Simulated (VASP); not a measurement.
Wanted: the native input for a VASP 6.6.1 run.

```yaml
Task: single point
Functional: PBE
Potentials_or_basis: VASP PAW PBE potentials, release 64 (Mg, B)
Cutoff: 520 eV
k_mesh: 6 × 6 × 4
Occupations: gaussian, width 0.1 eV
Spin: no spin polarisation
Dipole_correction: no
Further_INCAR_settings: ALGO = Normal; EDIFF = 1e-06; NBANDS = 14
```

The structure of Mg2B3 lies in POSCAR:

```
Mg2B3
1.0
    3.8328776627      0.0000000000      0.0000000000
   -1.9164388313      3.3193694255      0.0000000000
    0.0000000000      0.0000000000      4.8978530414
Mg B
2 3
Direct
    0.3333333333      0.6666666667      0.1736156968
    0.6666666667      0.3333333333      0.8263843032
    0.0000000000      0.0000000000      0.0000000000
    0.3333333333      0.6666666667      0.6346160976
    0.6666666667      0.3333333333      0.3653839024
```

The cell was built from a structure type or drawn by symmetry, and may not be a known phase.

One way to write it, as run:

INCAR

```
SYSTEM = Mg2B3
PREC     = Accurate       ! precision mode
ENCUT    = 520            ! plane-wave cutoff, eV
EDIFF    = 1E-6           ! SCF threshold, eV
ISMEAR   = 0              ! smearing method
SIGMA    = 0.1            ! smearing width, eV
LREAL    = .FALSE.        ! projectors in reciprocal space
LASPH    = .TRUE.         ! aspherical terms in the spheres
NELM     = 60             ! most SCF steps
ALGO     = Normal         ! electronic algorithm
ISIF     = 2              ! what is computed and relaxed
LWAVE    = .FALSE.        ! write WAVECAR
LCHARG   = .TRUE.         ! write CHGCAR
GGA      = PE             ! functional
LELF     = .TRUE.         ! ELF
LVHAR    = .TRUE.       
NBANDS   = 14             ! bands
```

KPOINTS

```
regular mesh
0
G
  6 6 4
  0 0 0
```

Potentials or basis: VASP PAW PBE potentials, release 64 (Mg, B).

Launch:

```console
$ cat potpaw_PBE.64/Mg/POTCAR potpaw_PBE.64/B/POTCAR > POTCAR
$ mpirun -np 1 vasp_std > vasp.out
```

Results of the run:

```yaml
Pressure: 0.2 GPa
Largest_force: 0.010 eV/Å
Band_gap_on_the_k_mesh: zero (an odd number of electrons rules out a gap without spin polarisation)
```

Run time: 18 s on 1 thread of Intel(R) Xeon(R) Platinum 8488C (Sapphire Rapids) (shared host), peak memory 0.17 GiB.
